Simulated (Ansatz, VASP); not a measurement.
**Hf: VASP beside Ansatz**

```
CELL_PARAMETERS angstrom
4.76504 0.00000 0.00000
-2.38252 4.12664 0.00000
0.00000 0.00000 2.96229
ATOMIC_POSITIONS crystal
Hf 0.00000 0.00000 0.00000
Hf 0.33333 0.66667 0.50000
Hf 0.66667 0.33333 0.50000
```

Alike in both runs: task single point; functional r2SCAN; k mesh 8 × 8 × 11; occupations fermi-dirac, width 0.1 eV; no spin polarisation.

```csv
,VASP,Ansatz
version,VASP 6.6.1,Ansatz 0.2.0
potentials or method,"VASP PAW PBE potentials, release 64 (Hf_pv), cutoff 520 eV","plane waves (500 eV) with PAW, scalar-relativistic"
valence electrons in the cell,30,78
```

|  | VASP | Ansatz | Ansatz less VASP |
| --- | --- | --- | --- |
| pressure (GPa) | 17.3 | 17.8 | +0.50 |
| traceless stress, the component that is largest in VASP (GPa) | 0.63 | 0.58 | -0.048 |

VASP's potentials were made for PBE, not for r2SCAN. With one functional, cell and mesh, what is left measures potentials, basis and numerics. VASP's potentials hold 30 valence electrons a cell and Ansatz's 78, so a difference there can come from the potentials and not from the codes.

Neither program's run includes spin-orbit coupling.
